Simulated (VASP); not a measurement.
Input of a VASP 6.6.1 run:

INCAR

```
SYSTEM = InSe
PREC     = Accurate       ! precision mode
ENCUT    = 520            ! plane-wave cutoff, eV
EDIFF    = 1E-7           ! SCF threshold, eV
ISMEAR   = -1             ! smearing method
SIGMA    = 0.02           ! smearing width, eV
LREAL    = .False.        ! projectors in reciprocal space
LASPH    = .True.         ! aspherical terms in the spheres
NELM     = 60             ! most SCF steps
ALGO     = Normal         ! electronic algorithm
ISIF     = 2              ! what is computed and relaxed
LWAVE    = .False.        ! write WAVECAR
LCHARG   = .False.        ! write CHGCAR
GGA      = PE             ! functional
IVDW     = 13             ! dispersion correction
NBANDS   = 27             ! bands
```

The input KPOINTS:

```
Automatic mesh
0
Gamma
  6 6 6
  0 0 0
```

Contents of POSCAR:

```
InSe
1.0
    5.9404259939     -2.0691458028      0.1055500524
    5.9404259939      2.0691458028      0.1055500524
   -1.6706006382      0.0000000000      4.1794072518
In Se
2 2
Direct
    0.1149911382      0.1149911382      0.9793731780
    0.8850088618      0.8850088618      0.0206268220
    0.3468835402      0.3468835402      0.3663491573
    0.6531164598      0.6531164598      0.6336508427
```

Potentials or basis: VASP PAW PBE potentials, release 64 (In_d, Se).

The run is started by

```console
$ cat potpaw_PBE.64/In_d/POTCAR potpaw_PBE.64/Se/POTCAR > POTCAR
$ mpirun -np 1 vasp_std > vasp.out
```

Question: Predict the pressure.

Answer: 0.0 GPa.

Question: Predict the band gap on the k mesh.

Answer: 0.72 eV (least direct gap 1.07 eV).

Forces in eV/Å, atoms in the order of the input:
```
In  -0.013  0.000  0.003
In   0.013  0.000 -0.003
Se  -0.001  0.000  0.011
Se   0.001  0.000 -0.011
```

Caveat: spin-orbit coupling is left out, which moves the levels of the heavy elements. A k mesh can miss the band edges.
